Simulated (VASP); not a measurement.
# CsGeBr3 (P4/mmm) in VASP: single point with LDA

Aim: the single point of CsGeBr3 with LDA.

Program: VASP 6.6.1. These are calculated values, not measurements. Logs are shortened: lines on timing, memory, paths and dates and some standing lists are left out, and cuts for length are marked.

**1. The cell of the first run**

The structure is tetragonal, space group P4/mmm (No. 123). The conventional cell has a = 5.976 Å, b = 5.976 Å, c = 5.533 Å, α = 90.00°, β = 90.00°, γ = 90.00°. Within 5.3 Å of Cs (site symmetry 4/mmm) lie 12 Br at 4.07 to 4.23 Å and 8 Ge at 5.05 Å. Ge (site symmetry 4/mmm) has 6 Br at 2.77 to 2.99 Å within 3.6 Å. Within 3.6 Å of Br (site symmetry 4/mmm) lie 2 Ge at 2.77 Å. Br (site symmetry mmm) has 2 Ge at 2.99 Å within 3.9 Å.

**2. Single point, LDA (strain +0.080 along x and y, +0.000 along z)**

The input, INCAR:

```
  ALGO = Normal
  EDIFF = 1E-6
  ENCUT = 520
  GGA = CA
  ISIF = 2
  ISMEAR = 0
  LASPH = T
  LCHARG = F
  LREAL = F
  LWAVE = F
  NBANDS = 30
  NELM = 60
  PREC = Accurate
  SIGMA = 0.05
```

The input, KPOINTS:

```
k-points
0
Gamma
  6 6 6
```

The input, POSCAR:

```
CsGeBr3
1.0
    5.9759933112      0.0000000000      0.0000000000
    0.0000000000      5.9759933112      0.0000000000
    0.0000000000      0.0000000000      5.5333271400
Cs Ge Br
1 1 3
Direct
    0.0000000000      0.0000000000      0.0000000000
    0.5000000000      0.5000000000      0.5000000000
    0.5000000000      0.5000000000      0.0000000000
    0.5000000000      0.0000000000      0.5000000000
    0.0000000000      0.5000000000      0.5000000000
```

Potentials or basis: VASP PAW LDA potentials, release 64 (Cs_sv, Ge_d, Br).

Command:

```sh
$ cat potpaw_LDA.64/Cs_sv/POTCAR potpaw_LDA.64/Ge_d/POTCAR potpaw_LDA.64/Br/POTCAR > POTCAR
$ mpirun -np 1 vasp_std > vasp.out
```

OUTCAR:

```text
EDIFF = 1E-6
   ENCUT = 520
   GGA = CA
   ISIF = 2
   ISMEAR = 0
   LASPH = T
   LREAL = F
   NELM = 60
   PREC = Accurate

 ion  position               nearest neighbor table
   1  0.000  0.000  0.000-
   2  0.500  0.500  0.500-   3 2.77   3 2.77
   3  0.500  0.500  0.000-   2 2.77   2 2.77
   4  0.500  0.000  0.500-
   5  0.000  0.500  0.500-

  LATTYP: Found a simple tetragonal cell.
 ALAT       =     5.9759933112
 C/A-ratio  =     0.9259259259

  Lattice vectors:

 A1 = (   5.9759933112,   0.0000000000,   0.0000000000)
 A2 = (   0.0000000000,   5.9759933112,   0.0000000000)
 A3 = (   0.0000000000,   0.0000000000,   5.5333271400)

Analysis of symmetry for initial positions (statically):
=====================================================================
 Subroutine PRICEL returns:
 Original cell was already a primitive cell.

 Routine SETGRP: Setting up the symmetry group for a
 simple tetragonal supercell.

 Subroutine GETGRP returns: Found 16 space group operations
 (whereof 16 operations were pure point group operations)
 out of a pool of 16 trial point group operations.

The static configuration has the point symmetry D_4h.

Analysis of symmetry for dynamics (positions and initial velocities):
=====================================================================
 Subroutine PRICEL returns:
 Original cell was already a primitive cell.

 Routine SETGRP: Setting up the symmetry group for a
 simple tetragonal supercell.

 Subroutine GETGRP returns: Found 16 space group operations
 (whereof 16 operations were pure point group operations)
 out of a pool of 16 trial point group operations.

The dynamic configuration has the point symmetry D_4h.

 Subroutine INISYM returns: Found 16 space group operations
 (whereof 16 operations are pure point group operations),
 and found     1 'primitive' translations

----------------------------------------------------------------------------------------

                                     Primitive cell

  volume of cell :     197.6089

  direct lattice vectors                    reciprocal lattice vectors
     5.975993311  0.000000000  0.000000000     0.167336198  0.000000000  0.000000000
     0.000000000  5.975993311  0.000000000     0.000000000  0.167336198  0.000000000
     0.000000000  0.000000000  5.533327140     0.000000000  0.000000000  0.180723094

  length of vectors
     5.975993311  5.975993311  5.533327140     0.167336198  0.167336198  0.180723094

  position of ions in fractional coordinates (direct lattice)
     0.000000000  0.000000000  0.000000000
     0.500000000  0.500000000  0.500000000
     0.500000000  0.500000000  0.000000000
     0.500000000  0.000000000  0.500000000
     0.000000000  0.500000000  0.500000000

  ion indices of the primitive-cell ions
   primitive index   ion index
                 1           1
                 2           2
                 3           3
                 4           4
                 5           5

----------------------------------------------------------------------------------------

 KPOINTS: k-points

Automatic generation of k-mesh.
 Grid dimensions read from file:
 generate k-points for:    6    6    6

 Generating k-lattice:

  Cartesian coordinates                     Fractional coordinates (reciprocal lattice)
     0.027889366  0.000000000  0.000000000     0.166666667  0.000000000  0.000000000
     0.000000000  0.027889366  0.000000000     0.000000000  0.166666667  0.000000000
     0.000000000  0.000000000  0.030120516     0.000000000  0.000000000  0.166666667

  Length of vectors
     0.027889366  0.027889366  0.030120516

  Shift w.r.t. Gamma in fractional coordinates (k-lattice)
     0.000000000  0.000000000  0.000000000

 Subroutine IBZKPT returns following result:
 ===========================================

 Found     40 irreducible k-points:

 Following reciprocal coordinates:
            Coordinates               Weight
  0.000000  0.000000  0.000000      1.000000
  0.166667  0.000000  0.000000      4.000000
  0.333333  0.000000  0.000000      4.000000
  0.500000  0.000000  0.000000      2.000000
  0.166667  0.166667  0.000000      4.000000
  0.333333  0.166667  0.000000      8.000000
[... 16 lines left out ...]
  0.333333  0.000000  0.333333      8.000000
  0.500000  0.000000  0.333333      4.000000
 [... further k-points ...]
   k-points           NKPTS =     40   k-points in BZ     NKDIM =     40   number of bands    NBANDS=     30
   number of dos      NEDOS =    301   number of ions     NIONS =      5
   total plane-waves  NPLWV =  96768
   dimension x,y,z NGX =    48 NGY =   48 NGZ =   42
   dimension x,y,z NGXF=    96 NGYF=   96 NGZF=   84
   ions per type =               1   1   3
   NGX,Y,Z   is equivalent  to a cutoff of  13.35, 13.35, 12.62 a.u.
   NGXF,Y,Z  is equivalent  to a cutoff of  26.71, 26.71, 25.24 a.u.
 SYSTEM =  unknown system
   PREC   = accura    normal or accurate (medium, high low for compatibility)
   ISTART =      0    job   : 0-new  1-cont  2-samecut
   ICHARG =      2    charge: 1-file 2-atom 10-const
   ISPIN  =      1    spin polarized calculation?
   LNONCOLLINEAR =      F non collinear calculations
   LSORBIT =      F    spin-orbit coupling
   LASPH  =      T    aspherical Exc in radial PAW
   ENCUT  =  520.0 eV  38.22 Ry    6.18 a.u.  11.11 11.11 10.29*2*pi/ulx,y,z
   NELM   =     60;   NELMIN=  2; NELMDL= -5     # of ELM steps
   EDIFF  = 0.1E-05   stopping-criterion for ELM
   LREAL  =      F    real-space projection
   EDIFFG = 0.1E-04   stopping-criterion for IOM
   NSW    =      0    number of steps for IOM
   IBRION =     -1    ionic relax: 0-MD 1-quasi-New 2-CG
   NFREE  =      0    steps in history (QN), initial steepest desc. (CG)
   ISIF   =      2    stress and relaxation
   ISYM   =      2    0-nonsym 1-usesym 2-fastsym
   POTIM  = 0.5000    time-step for ionic-motion
   TEBEG  =    0.0;   TEEND  =   0.0 temperature during run
   PSTRESS=    0.0 pullay stress
   NELECT =      44.0000    total number of electrons
   NUPDOWN=      -1.0000    fix difference up-down
   EMIN   =  10.00;   EMAX   =-10.00  energy-range for DOS
   EFERMI =   0.00;   METHOD = LEGACY
   ISMEAR =     0;   SIGMA  =   0.05  broadening in eV -4-tet -1-fermi 0-gaus
   EFERMI_NEDOS =   21; number of points for ismear=-14 and -15
   IALGO  =     38    algorithm
   IMIX   =      4    mixing-type and parameters
     AMIX     =   0.40;   BMIX     =  1.00
     AMIX_MAG =   1.60;   BMIX_MAG =  1.00
  volume/ion in A,a.u.               =      39.52       266.71
  Fermi-wavevector in a.u.,A,eV,Ry     =   0.992256  1.875091 13.395903  0.984571
  Thomas-Fermi vector in A             =   2.124055
   LORBIT       =      0    0 simple, 1 ext, 2 COOP (PROOUT), +10 PAW based schemes
   GGA     = CA    functional components
   LHFCALC =     F    Hartree Fock is set to
   AEXX    =    0.0000 exact exchange contribution
   IVDW    =     0    specifies the selected vdW correction
   LEPSILON=     F    determine dielectric tensor
   LRPA    =     F    only Hartree local field effects (RPA)
 non-spin polarized calculation
 Gauss-broadening in eV      SIGMA  =   0.05
  energy-cutoff  :      520.00
  volume of cell :      197.61
 maximum number of plane-waves:      5360
 NGX is ok and might be reduce to    48
   NGX = 23   NGY = 23   NGZ = 21

 number of electron      43.9999986 magnetization

 Free energy of the ion-electron system (eV)
  ---------------------------------------------------
  ext. energy  EPLUGINS =         0.00000000
  ---------------------------------------------------
  free energy    TOTEN  =       -17.49919157 eV

  energy without entropy =      -17.49919157  energy(sigma->0) =      -17.49919157

 E-fermi :   0.3622     XC(G=0):  -7.9952

 val. band max:        0.0509027790   @ k =   0.5000   0.5000   0.5000
 cond. band min:       0.9684673325   @ k =   0.5000   0.5000   0.5000
 fundamental gap:      0.9175645535
 Fermi energy:         0.3621985739

 k-point     1 :       0.0000    0.0000    0.0000
  band No.  band energies     occupation
      1     -25.0211      2.00000
      2     -25.0188      2.00000
      3     -25.0093      2.00000
      4     -25.0049      2.00000
      5     -25.0049      2.00000
      6     -20.6360      2.00000
[... 22 lines left out ...]
     29       5.3935      0.00000
     30       5.3935      0.00000

 k-point     2 :       0.1667    0.0000    0.0000
  band No.  band energies     occupation
      1     -25.0211      2.00000
      2     -25.0188      2.00000
      3     -25.0093      2.00000
      4     -25.0049      2.00000
      5     -25.0049      2.00000
      6     -20.6357      2.00000
[... 22 lines left out ...]
     29       5.4904      0.00000
     30       5.5613      0.00000

 k-point     3 :       0.3333    0.0000    0.0000
  band No.  band energies     occupation
      1     -25.0210      2.00000
      2     -25.0189      2.00000
      3     -25.0092      2.00000
      4     -25.0049      2.00000
      5     -25.0049      2.00000
      6     -20.6352      2.00000
[... 22 lines left out ...]
     29       5.7685      0.00000
     30       6.0555      0.00000

 k-point     4 :       0.5000    0.0000    0.0000
  band No.  band energies     occupation
      1     -25.0209      2.00000
      2     -25.0189      2.00000
      3     -25.0092      2.00000
      4     -25.0049      2.00000
      5     -25.0049      2.00000
      6     -20.6350      2.00000
[... 22 lines left out ...]
     29       6.0622      0.00000
     30       6.5341      0.00000

 k-point     5 :       0.1667    0.1667    0.0000
  band No.  band energies     occupation
      1     -25.0210      2.00000
      2     -25.0189      2.00000
      3     -25.0093      2.00000
      4     -25.0049      2.00000
      5     -25.0049      2.00000
      6     -20.6355      2.00000
[... 22 lines left out ...]
     29       5.6395      0.00000
     30       5.7094      0.00000
[... 526 lines left out ...]
     29       5.5673      0.00000
     30       6.4441      0.00000

 k-point    22 :       0.1667    0.0000    0.3333
  band No.  band energies     occupation
      1     -25.0211      2.00000
      2     -25.0188      2.00000
      3     -25.0085      2.00000
      4     -25.0049      2.00000
      5     -25.0049      2.00000
      6     -20.6340      2.00000
[... 22 lines left out ...]
     29       5.7629      0.00000
     30       6.4609      0.00000

 k-point    23 :       0.3333    0.0000    0.3333
  band No.  band energies     occupation
      1     -25.0210      2.00000
      2     -25.0189      2.00000
      3     -25.0085      2.00000
      4     -25.0049      2.00000
      5     -25.0049      2.00000
      6     -20.6335      2.00000
[... 22 lines left out ...]
     29       6.2043      0.00000
     30       6.5297      0.00000

 k-point    24 :       0.5000    0.0000    0.3333
  band No.  band energies     occupation
      1     -25.0209      2.00000
      2     -25.0189      2.00000
      3     -25.0084      2.00000
      4     -25.0049      2.00000
      5     -25.0049      2.00000
      6     -20.6333      2.00000
[... 22 lines left out ...]
     29       6.4921      0.00000
     30       6.5644      0.00000

 [... further k-points ...]

------------------------ aborting loop because EDIFF is reached ----------------------------------------

  FORCE on cell =-STRESS in cart. coord.  units (eV):
  Direction    XX          YY          ZZ          XY          YZ          ZX
  --------------------------------------------------------------------------------------
  -------------------------------------------------------------------------------------
  Total       -5.7144687     -5.7144687     -3.6664918      0.0000000      0.0000000      0.0000000
  in kB      -46.3318766    -46.3318766    -29.7272505      0.0000000      0.0000000      0.0000000
  external PRESSURE =     -40.7970013 kB  Pullay stress =       0.0000000 kB

 VOLUME and BASIS-vectors are now :
 -----------------------------------------------------------------------------
  energy-cutoff  :      520.00
  volume of cell :      197.61
      direct lattice vectors                 reciprocal lattice vectors
     5.975993311  0.000000000  0.000000000     0.167336198  0.000000000  0.000000000
     0.000000000  5.975993311  0.000000000     0.000000000  0.167336198  0.000000000
     0.000000000  0.000000000  5.533327140     0.000000000  0.000000000  0.180723094

 POSITION                                       TOTAL-FORCE (eV/Angst)
 -----------------------------------------------------------------------------------
      0.00000      0.00000      0.00000         0.000000      0.000000      0.000000
      2.98800      2.98800      2.76666         0.000000      0.000000      0.000000
      2.98800      2.98800      0.00000         0.000000      0.000000      0.000000
      2.98800      0.00000      2.76666         0.000000      0.000000      0.000000
      0.00000      2.98800      2.76666         0.000000      0.000000      0.000000
 -----------------------------------------------------------------------------------
    total drift:                                0.000000     -0.000000     -0.000000

  FREE ENERGIE OF THE ION-ELECTRON SYSTEM (eV)
  ---------------------------------------------------
  free  energy   TOTEN  =       -17.4991915656 eV

  energy  without entropy=      -17.4991915656  energy(sigma->0) =      -17.49919157
```

It took 3.5 min on 1 thread of Intel Xeon Platinum 8259CL at 2.50GHz (Skylake/Cascade Lake), shared host; peak memory 0.4 GiB.

Results:

```yaml
Free_energy: -17.4992 eV
Pressure: -4.1 GPa
Band_gap_on_the_k_mesh: 0.92 eV
```

Levels at points of the mesh, in eV from the valence-band top:
| k point | band 20 | band 21 | band 22 | band 23 | band 24 | band 25 |
| --- | --- | --- | --- | --- | --- | --- |
| (0.00, 0.00, 0.00) | -1.37 | -1.37 | -1.37 | 3.35 | 4.43 | 4.49 |
| (0.50, 0.00, 0.00) | -1.51 | -1.48 | -1.30 | 1.83 | 4.30 | 4.77 |
| (0.50, 0.50, 0.00) | -1.69 | -1.10 | -0.85 | 1.56 | 1.56 | 5.41 |
| (0.00, 0.00, 0.50) | -1.51 | -1.51 | -0.98 | 1.91 | 4.15 | 4.15 |
| (0.50, 0.00, 0.50) | -1.75 | -1.03 | -0.47 | 1.30 | 1.66 | 3.96 |
| (0.50, 0.50, 0.50) | -1.01 | -1.01 | 0.00 | 0.92 | 0.92 | 1.33 |

Caveat: the cell differs from its parent crystal (strain +0.080 along x and y, +0.000 along z); the cell stands under tension; spin-orbit coupling is left out, which moves the levels of the heavy elements. A k mesh can miss the band edges.
